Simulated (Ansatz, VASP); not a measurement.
**SnO2: VASP beside Ansatz**

File INCAR:

```
PREC     = Accurate       # precision mode
ENCUT    = 520            # plane-wave cutoff, eV
EDIFF    = 1E-7           # SCF threshold, eV
ISMEAR   = -1             # smearing method
SIGMA    = 0.05           # smearing width, eV
LREAL    = F              # projectors in reciprocal space
LASPH    = T              # aspherical terms in the spheres
NELM     = 100            # most SCF steps
ALGO     = Normal         # electronic algorithm
ISIF     = 2              # what is computed and relaxed
LWAVE    = F              # write WAVECAR
LCHARG   = F              # write CHGCAR
GGA      = RP             # functional
IVDW     = 13             # dispersion correction
NBANDS   = 35             # bands
```

Contents of KPOINTS:

```
regular mesh
0
Gamma
  6 6 8
```

File POSCAR:

```
SnO2
1.0
    4.8003492553      0.0000000000      0.0000000000
    0.0000000000      4.8003492553      0.0000000000
    0.0000000000      0.0000000000      3.2284324403
Sn O
2 4
Direct
    0.5000000000      0.5000000000      0.5000000000
    0.0000000000      0.0000000000      0.0000000000
    0.8071000000      0.1929000000      0.5000000000
    0.6929000000      0.6929000000      0.0000000000
    0.1929000000      0.8071000000      0.5000000000
    0.3071000000      0.3071000000      0.0000000000
```

input.yaml

```yaml
crystal:
  lattice:
    - [4.8003492553, 0.0, 0.0]
    - [0.0, 4.8003492553, 0.0]
    - [0.0, 0.0, 3.2284324403]
  atoms:
    - { symbol: Sn, position: [0.5, 0.5, 0.5] }
    - { symbol: Sn, position: [0.0, 0.0, 0.0] }
    - { symbol: O, position: [0.8071, 0.1929, 0.5] }
    - { symbol: O, position: [0.6929, 0.6929, 0.0] }
    - { symbol: O, position: [0.1929, 0.8071, 0.5] }
    - { symbol: O, position: [0.3071, 0.3071, 0.0] }
hamiltonian:
  xc: rpbe
  pseudopotentials: { kind: paw }
  dispersion: d4
kpoints:
  mp_grid: { grid: [6, 6, 8] }
scf:
  occupations: { method: fermi_dirac, width: 0.05 }
output:
  forces: true
  stress: true
  eigenvalues: true
  write_density: true
  write_potential: true
  elf: true
  volumetric_format: npy
```

Alike in both runs: task single point; functional RPBE; dispersion D4; k mesh 6 × 6 × 8; occupations fermi-dirac, width 0.05 eV; no spin polarisation.

```csv
,VASP,Ansatz
version,VASP 6.6.1,Ansatz 0.2.0
potentials or method,"VASP PAW PBE potentials, release 64 (Sn_d, O)",Ansatz PAW
plane-wave cutoff (eV),520,420
valence electrons in the cell,52,52
```

|  | VASP | Ansatz | Ansatz less VASP |
| --- | --- | --- | --- |
| gap on the k mesh at the Fermi level (eV) | 0.92 | 0.93 | +0.012 |
| least direct gap on the mesh (eV) | 0.92 | 0.93 | +0.012 |
| pressure (GPa) | -0.1 | -0.7 | -0.61 |
| traceless stress, the component that is largest in VASP (GPa) | 1.08 | 0.89 | -0.196 |
| rms of the force components (eV/Å) | 0.085 | 0.076 | -0.0091 |

VASP's potentials were made for PBE, not for RPBE. Atom by atom the forces differ by 0.009 eV/Å (rms over components).
